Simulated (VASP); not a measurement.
A run of VASP 6.6.1 is set up as follows.

Contents of INCAR:

```
SYSTEM = Dy4Au
PREC = Accurate ; ENCUT = 500
EDIFF = 1E-6 ; ISMEAR = 0
SIGMA = 0.1 ; LREAL = .FALSE.
LASPH = .TRUE. ; NELM = 200
ALGO = Normal ; ISIF = 2
LWAVE = .FALSE. ; LCHARG = .FALSE.
GGA = PE ; NBANDS = 32
GGA_COMPAT = .FALSE. ; LMAXMIX = 6
```

KPOINTS

```
Automatic mesh
0
G
  4 4 4
  0 0 0
```

The input POSCAR:

```
Dy4Au
1.0
    5.5666524511      0.0000000000      0.0000000000
    0.0000000000      5.5666524511      0.0000000000
    0.0000000000      0.0000000000      5.5666524511
Dy Au
4 1
Direct
    0.2814916159      0.2814916159      0.2814916159
    0.7185083841      0.7185083841      0.2814916159
    0.2814916159      0.7185083841      0.7185083841
    0.7185083841      0.2814916159      0.7185083841
    0.0000000000      0.0000000000      0.0000000000
```

Potentials or basis: VASP PAW PBE potentials, release 64 (Dy_3, Au), 4f in core.

The run is started by

```bash
$ cat potpaw_PBE.64/Dy_3/POTCAR potpaw_PBE.64/Au/POTCAR > POTCAR
$ mpirun -np 1 vasp_std > vasp.out
```

Task: Estimate the band gap on the k mesh.

Result: Zero (an odd number of electrons rules out a gap without spin polarisation).

Task: Estimate the largest force.

Result: 0.013 eV/Å.

Task: Predict the pressure.

Result: 0.2 GPa.

Forces in eV/Å, atoms in the order of the input:
```
Dy  -0.007 -0.007 -0.007
Dy   0.007  0.007 -0.007
Dy  -0.007  0.007  0.007
Dy   0.007 -0.007  0.007
Au   0.000  0.000  0.000
```

Caveat: spin-orbit coupling is left out, which moves the levels of the heavy elements; the 4f electrons are frozen in the core, so they carry no moment and show no levels. Spin polarisation is off, so any magnetic state and its effect on volume and gap are missing.
